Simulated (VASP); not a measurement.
Here is a VASP 6.6.1 calculation.

File INCAR:

```
SYSTEM = B4MoRu
PREC = Accurate ; ENCUT = 520
EDIFF = 1E-7 ; ISMEAR = 0
SIGMA = 0.1 ; LREAL = .FALSE.
LASPH = .TRUE. ; NELM = 60
ALGO = Normal ; ISIF = 2
LWAVE = .FALSE. ; LCHARG = .FALSE.
GGA = PE ; NBANDS = 29
```

File KPOINTS:

```
Automatic mesh
0
G
  4 4 4
  0 0 0
```

Contents of POSCAR:

```
B4MoRu
1.0
    0.0000000000      3.2427926400      3.2427926400
    3.2427926400      0.0000000000      3.2427926400
    3.2427926400      3.2427926400      0.0000000000
B Mo Ru
4 1 1
Direct
    0.0842750700      0.0842750700      0.0842750700
    0.0842750700      0.0842750700      0.7471747900
    0.0842750700      0.7471747900      0.0842750700
    0.7471747900      0.0842750700      0.0842750700
    0.2500000000      0.2500000000      0.2500000000
    0.5000000000      0.5000000000      0.5000000000
```

Potentials or basis: VASP PAW PBE potentials, release 64 (B, Mo_sv, Ru_pv).

The run is started by

```bash
$ cat potpaw_PBE.64/B/POTCAR potpaw_PBE.64/Mo_sv/POTCAR potpaw_PBE.64/Ru_pv/POTCAR > POTCAR
$ mpirun -np 1 vasp_std > vasp.out
```

Q: What does it give for the pressure?

A: 46.6 GPa.

Q: Estimate the band gap on the k mesh.

A: Zero (bands 20 and 21 overlap by 0.28 eV).

Q: Predict the largest force.

A: 1.983 eV/Å.

Forces in eV/Å, atoms in the order of the input:
```
B    1.145  1.145  1.145
B   -1.145 -1.145  1.145
B   -1.145  1.145 -1.145
B    1.145 -1.145 -1.145
Mo   0.000  0.000  0.000
Ru   0.000  0.000  0.000
```

Caveat: the k points lie up to 0.42 Å⁻¹ apart; forces of over 1 eV/Å act on the atoms, so gaps and moduli don't describe the material at rest.
